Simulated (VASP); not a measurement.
# Mo (Im-3m) in VASP: further runs

Runs on Mo. Level: PBEsol+D4. Tasks: single point.

All numbers are computed with VASP 6.6.1; they aren't measurements. Logs are shortened: lines on timing, memory, paths and dates and some standing lists are left out, and cuts for length are marked.

### Step 1. The cell of the first run

The structure is cubic, space group Im-3m (No. 229). The conventional cell has a = 3.147 Å, b = 3.147 Å, c = 3.147 Å, α = 90.00°, β = 90.00°, γ = 90.00°. Mo (site symmetry m-3m) has 14 Mo at 2.73 to 3.15 Å within 3.6 Å.

### Step 2. Single point, PBEsol+D4

Contents of INCAR:

```
  PREC = Accurate
  ENCUT = 500
  EDIFF = 1E-6
  ISMEAR = 0
  SIGMA = 0.1
  LREAL = F
  LASPH = T
  NELM = 120
  ALGO = Normal
  ISIF = 2
  LWAVE = F
  LCHARG = F
  GGA = PS
  IVDW = 13
  NBANDS = 13
  GGA_COMPAT = F
```

Contents of KPOINTS:

```
Automatic mesh
0
Gamma
  10 10 10
```

Contents of POSCAR:

```
Mo
1.0
   -1.5734150000      1.5734150000      1.5734150000
    1.5734150000     -1.5734150000      1.5734150000
    1.5734150000      1.5734150000     -1.5734150000
Mo
1
Direct
    0.0000000000      0.0000000000      0.0000000000
```

Potentials or basis: VASP PAW PBE potentials, release 64 (Mo_sv).

The run is started by

```console
cat potpaw_PBE.64/Mo_sv/POTCAR > POTCAR
mpirun -np 1 vasp_std > vasp.out
```

OUTCAR:

```text
PREC = Accurate
   ENCUT = 500
   EDIFF = 1E-6
   ISMEAR = 0
   LREAL = F
   LASPH = T
   NELM = 120
   ISIF = 2
   GGA = PS
   IVDW = 13

 ion  position               nearest neighbor table
   1  0.000  0.000  0.000-

  LATTYP: Found a body centered cubic cell.
 ALAT       =     3.1468300000

  Lattice vectors:

 A1 = (  -1.5734150000,   1.5734150000,   1.5734150000)
 A2 = (   1.5734150000,  -1.5734150000,   1.5734150000)
 A3 = (   1.5734150000,   1.5734150000,  -1.5734150000)

Analysis of symmetry for initial positions (statically):
=====================================================================
 Subroutine PRICEL returns:
 Original cell was already a primitive cell.

 Routine SETGRP: Setting up the symmetry group for a
 body centered cubic supercell.

 Subroutine GETGRP returns: Found 48 space group operations
 (whereof 48 operations were pure point group operations)
 out of a pool of 48 trial point group operations.

The static configuration has the point symmetry O_h .

Analysis of symmetry for dynamics (positions and initial velocities):
=====================================================================
 Subroutine PRICEL returns:
 Original cell was already a primitive cell.

 Routine SETGRP: Setting up the symmetry group for a
 body centered cubic supercell.

 Subroutine GETGRP returns: Found 48 space group operations
 (whereof 48 operations were pure point group operations)
 out of a pool of 48 trial point group operations.

The dynamic configuration has the point symmetry O_h .

 Subroutine INISYM returns: Found 48 space group operations
 (whereof 48 operations are pure point group operations),
 and found     1 'primitive' translations

----------------------------------------------------------------------------------------

                                     Primitive cell

  volume of cell :      15.5808

  direct lattice vectors                    reciprocal lattice vectors
    -1.573415000  1.573415000  1.573415000     0.000000000  0.317780115  0.317780115
     1.573415000 -1.573415000  1.573415000     0.317780115  0.000000000  0.317780115
     1.573415000  1.573415000 -1.573415000     0.317780115  0.317780115  0.000000000

  length of vectors
     2.725234721  2.725234721  2.725234721     0.449408949  0.449408949  0.449408949

  position of ions in fractional coordinates (direct lattice)
     0.000000000  0.000000000  0.000000000

  ion indices of the primitive-cell ions
   primitive index   ion index
                 1           1

----------------------------------------------------------------------------------------

 KPOINTS: Automatic mesh

Automatic generation of k-mesh.
 Grid dimensions read from file:
 generate k-points for:   10   10   10

 Generating k-lattice:

  Cartesian coordinates                     Fractional coordinates (reciprocal lattice)
     0.000000000  0.031778012  0.031778012     0.100000000  0.000000000  0.000000000
     0.031778012  0.000000000  0.031778012     0.000000000  0.100000000  0.000000000
     0.031778012  0.031778012  0.000000000     0.000000000  0.000000000  0.100000000

  Length of vectors
     0.044940895  0.044940895  0.044940895

  Shift w.r.t. Gamma in fractional coordinates (k-lattice)
     0.000000000  0.000000000  0.000000000

 Subroutine IBZKPT returns following result:
 ===========================================

 Found     47 irreducible k-points:

 Following reciprocal coordinates:
            Coordinates               Weight
  0.000000  0.000000  0.000000      1.000000
  0.100000  0.000000  0.000000     12.000000
  0.200000  0.000000  0.000000     12.000000
  0.300000  0.000000  0.000000     12.000000
  0.400000  0.000000  0.000000     12.000000
  0.500000  0.000000  0.000000      6.000000
[... 16 lines left out ...]
  0.300000  0.300000  0.100000      8.000000
 -0.300000  0.300000  0.100000     24.000000
 [... further k-points ...]
   k-points           NKPTS =     47   k-points in BZ     NKDIM =     47   number of bands    NBANDS=     13
   number of dos      NEDOS =    301   number of ions     NIONS =      1
   total plane-waves  NPLWV =   8000
   dimension x,y,z NGX =    20 NGY =   20 NGZ =   20
   dimension x,y,z NGXF=    40 NGYF=   40 NGZF=   40
   ions per type =               1
   NGX,Y,Z   is equivalent  to a cutoff of  12.20, 12.20, 12.20 a.u.
   NGXF,Y,Z  is equivalent  to a cutoff of  24.40, 24.40, 24.40 a.u.
 SYSTEM =  unknown system
   PREC   = accura    normal or accurate (medium, high low for compatibility)
   ISTART =      0    job   : 0-new  1-cont  2-samecut
   ICHARG =      2    charge: 1-file 2-atom 10-const
   ISPIN  =      1    spin polarized calculation?
   LNONCOLLINEAR =      F non collinear calculations
   LSORBIT =      F    spin-orbit coupling
   LASPH  =      T    aspherical Exc in radial PAW
   ENCUT  =  500.0 eV  36.75 Ry    6.06 a.u.   4.97  4.97  4.97*2*pi/ulx,y,z
   NELM   =    120;   NELMIN=  2; NELMDL= -5     # of ELM steps
   EDIFF  = 0.1E-05   stopping-criterion for ELM
   LREAL  =      F    real-space projection
   EDIFFG = 0.1E-04   stopping-criterion for IOM
   NSW    =      0    number of steps for IOM
   IBRION =     -1    ionic relax: 0-MD 1-quasi-New 2-CG
   NFREE  =      0    steps in history (QN), initial steepest desc. (CG)
   ISIF   =      2    stress and relaxation
   ISYM   =      2    0-nonsym 1-usesym 2-fastsym
   POTIM  = 0.5000    time-step for ionic-motion
   TEBEG  =    0.0;   TEEND  =   0.0 temperature during run
   PSTRESS=    0.0 pullay stress
   NELECT =      14.0000    total number of electrons
   NUPDOWN=      -1.0000    fix difference up-down
   EMIN   =  10.00;   EMAX   =-10.00  energy-range for DOS
   EFERMI =   0.00;   METHOD = LEGACY
   ISMEAR =     0;   SIGMA  =   0.10  broadening in eV -4-tet -1-fermi 0-gaus
   EFERMI_NEDOS =   21; number of points for ismear=-14 and -15
   IALGO  =     38    algorithm
   IMIX   =      4    mixing-type and parameters
     AMIX     =   0.40;   BMIX     =  1.00
     AMIX_MAG =   1.60;   BMIX_MAG =  1.00
  volume/ion in A,a.u.               =      15.58       105.14
  Fermi-wavevector in a.u.,A,eV,Ry     =   1.579747  2.985289 33.954710  2.495601
  Thomas-Fermi vector in A             =   2.680079
   LORBIT       =      0    0 simple, 1 ext, 2 COOP (PROOUT), +10 PAW based schemes
   GGA     = PS    functional components
   LHFCALC =     F    Hartree Fock is set to
   AEXX    =    0.0000 exact exchange contribution
   IVDW    =    13    specifies the selected vdW correction
   LEPSILON=     F    determine dielectric tensor
   LRPA    =     F    only Hartree local field effects (RPA)
 non-spin polarized calculation
 Gauss-broadening in eV      SIGMA  =   0.10
  energy-cutoff  :      500.00
  volume of cell :       15.58
 maximum number of plane-waves:       410
   NGX =  9   NGY =  9   NGZ =  9

 number of electron      14.0000001 magnetization

 Free energy of the ion-electron system (eV)
  ---------------------------------------------------
  ext. energy  EPLUGINS =         0.00000000
  ---------------------------------------------------
  free energy    TOTEN  =       -11.76169944 eV

  energy without entropy =      -11.75646014  energy(sigma->0) =      -11.75907979

 E-fermi :  12.6321     XC(G=0): -13.5438

 val. band max:       12.6229264448   @ k =  -0.2000   0.2000   0.1000
 cond. band min:      12.6501463932   @ k =  -0.2000   0.2000   0.2000
 fundamental gap:      0.0272199484
 Fermi energy:        12.6320653853

 k-point     1 :       0.0000    0.0000    0.0000
  band No.  band energies     occupation
      1     -48.6508      2.00000
      2     -21.9320      2.00000
      3     -21.9320      2.00000
      4     -21.9320      2.00000
      5       5.2207      2.00000
      6      11.1574      2.00000
      7      11.1574      2.00000
      8      11.1574      2.00000
      9      14.1852      0.00000
     10      14.1852      0.00000
     11      27.3288      0.00000
     12      27.3288      0.00000
     13      27.3288      0.00000

 k-point     2 :       0.1000    0.0000    0.0000
  band No.  band energies     occupation
      1     -48.6255      2.00000
      2     -22.0775      2.00000
      3     -21.9769      2.00000
      4     -21.9331      2.00000
      5       5.6562      2.00000
      6      10.9137      2.00000
      7      11.1049      2.00000
      8      11.5736      2.00000
      9      13.8629      0.00000
     10      14.1945      0.00000
     11      27.6324      0.00000
     12      28.0711      0.00000
     13      28.1455      0.00000

 k-point     3 :       0.2000    0.0000    0.0000
  band No.  band energies     occupation
      1     -48.5587      2.00000
      2     -22.4484      2.00000
      3     -22.0928      2.00000
      4     -21.9361      2.00000
      5       6.7161      2.00000
      6      10.3353      2.00000
      7      10.9015      2.00000
      8      12.7652      0.05975
      9      13.5779      0.00000
     10      14.2668      0.00000
     11      27.7965      0.00000
     12      29.1423      0.00000
     13      30.1179      0.00000

 k-point     4 :       0.3000    0.0000    0.0000
  band No.  band energies     occupation
      1     -48.4750      2.00000
      2     -22.8885      2.00000
      3     -22.2331      2.00000
      4     -21.9399      2.00000
      5       7.4412      2.00000
      6       9.7112      2.00000
      7      11.3354      2.00000
      8      13.8441      0.00000
      9      14.4608      0.00000
     10      14.5360      0.00000
     11      26.5602      0.00000
     12      27.7600      0.00000
     13      33.0700      0.00000

 k-point     5 :       0.4000    0.0000    0.0000
  band No.  band energies     occupation
      1     -48.4064      2.00000
      2     -23.2315      2.00000
      3     -22.3443      2.00000
      4     -21.9431      2.00000
      5       7.3034      2.00000
      6       9.2611      2.00000
      7      12.9416      0.00001
      8      14.2548      0.00000
      9      14.7227      0.00000
     10      16.4141      0.00000
     11      25.0629      0.00000
     12      25.3905      0.00000
     13      31.3211      0.00000
[... 257 lines left out ...]
 k-point    22 :      -0.2000    0.2000    0.1000
  band No.  band energies     occupation
      1     -48.5359      2.00000
      2     -22.4504      2.00000
      3     -22.1405      2.00000
      4     -22.0474      2.00000
      5       7.0997      2.00000
      6      10.7115      2.00000
      7      10.9536      2.00000
      8      12.5246      1.87152
      9      12.6229      1.10284
     10      14.8946      0.00000
     11      28.6098      0.00000
     12      29.3210      0.00000
     13      30.6304      0.00000

 k-point    23 :       0.3000    0.3000    0.1000
  band No.  band energies     occupation
      1     -48.3580      2.00000
      2     -22.8463      2.00000
      3     -22.8463      2.00000
      4     -22.2439      2.00000
      5       8.8104      2.00000
      6      10.3083      2.00000
      7      10.3083      2.00000
      8      14.8326      0.00000
      9      14.8326      0.00000
     10      22.3501      0.00000
     11      23.1286      0.00000
     12      23.1286      0.00000
     13      27.3228      0.00000

 k-point    24 :      -0.3000    0.3000    0.1000
  band No.  band energies     occupation
      1     -48.4545      2.00000
      2     -22.8681      2.00000
      3     -22.2832      2.00000
      4     -22.0459      2.00000
      5       7.8267      2.00000
      6      10.1280      2.00000
      7      10.8310      2.00000
      8      13.0586      0.00000
      9      14.4034      0.00000
     10      15.2016      0.00000
     11      26.7769      0.00000
     12      28.4121      0.00000
     13      32.5087      0.00000

 [... further k-points ...]

------------------------ aborting loop because EDIFF is reached ----------------------------------------

  DFT-D4 for vdW energy calculation

  Edisp (eV):   -0.35697

  FORCE on cell =-STRESS in cart. coord.  units (eV):
  Direction    XX          YY          ZZ          XY          YZ          ZX
  --------------------------------------------------------------------------------------
  -------------------------------------------------------------------------------------
  Total      -0.75812    -0.75812    -0.75812    -0.00000    -0.00000     0.00000
  in kB     -77.95779   -77.95779   -77.95779    -0.00000    -0.00000     0.00000
  external pressure =      -77.96 kB  Pullay stress =        0.00 kB

 VOLUME and BASIS-vectors are now :
 -----------------------------------------------------------------------------
  energy-cutoff  :      500.00
  volume of cell :       15.58
      direct lattice vectors                 reciprocal lattice vectors
    -1.573415000  1.573415000  1.573415000     0.000000000  0.317780115  0.317780115
     1.573415000 -1.573415000  1.573415000     0.317780115  0.000000000  0.317780115
     1.573415000  1.573415000 -1.573415000     0.317780115  0.317780115  0.000000000

 POSITION                                       TOTAL-FORCE (eV/Angst)
 -----------------------------------------------------------------------------------
      0.00000      0.00000      0.00000        -0.000000     -0.000000     -0.000000
 -----------------------------------------------------------------------------------
    total drift:                                0.000000     -0.000000      0.000000

  FREE ENERGIE OF THE ION-ELECTRON SYSTEM (eV)
  ---------------------------------------------------
  free  energy   TOTEN  =       -12.1186646494 eV

  energy  without entropy=      -12.1134253510  energy(sigma->0) =      -12.11604500
```

Wall time 14 s (1 thread of Intel Xeon 8259CL, shared host); peak memory 0.13 GiB.

What came out:

| Property | Result |
| --- | --- |
| Free energy | -12.1187 eV |
| Pressure | -7.8 GPa |
| Band gap on the k mesh | zero (band 7 reaches 16.56 eV, above the bottom of band 8 at 11.16 eV) |
| Dispersion energy per atom | -0.357 eV |

Caveat: the PAW data sets were made with another functional, which shifts forces and pressure a little; pairwise dispersion overbinds metals, which lowers pressure and volume.

### Step 3. Single point, PBEsol+D4, non-collinear spin, zero start, spin-orbit coupling

Contents of INCAR:

```
  PREC = Accurate
  ENCUT = 500
  EDIFF = 1E-6
  ISMEAR = 0
  SIGMA = 0.1
  LREAL = F
  LASPH = T
  NELM = 200
  ALGO = Normal
  ISIF = 2
  LWAVE = F
  LCHARG = F
  MAGMOM = 0 0 0
  LORBIT = 11
  LSORBIT = T
  GGA_COMPAT = F
  LORBMOM = T
  LMAXMIX = 4
  GGA = PS
  IVDW = 13
  NBANDS = 25
```

Contents of KPOINTS:

```
regular mesh
0
Gamma
  10 10 10
```

POSCAR is that of step 2.

Potentials or basis: VASP PAW PBE potentials, release 64 (Mo_sv).

The run is started by

```console
cat potpaw_PBE.64/Mo_sv/POTCAR > POTCAR
mpirun -np 1 vasp_ncl > vasp.out
```

Run time: 66 s. Hardware: 1 thread of Intel Xeon 8259CL, shared host; peak memory 0.17 GiB.

The run converged. Its results:

* Free energy: -12.2218 eV
* Pressure: -7.6 GPa
* Net moment: 0.00 μB per cell
* Valence electrons inside the program's atomic spheres: Mo 12.52
* Dispersion energy per atom: -0.357 eV

Moments on the atoms (μB; x, y, z):
```
Mo  0.00 0.00 0.00
```

Caveat: the PAW data sets were made with another functional, which shifts forces and pressure a little.
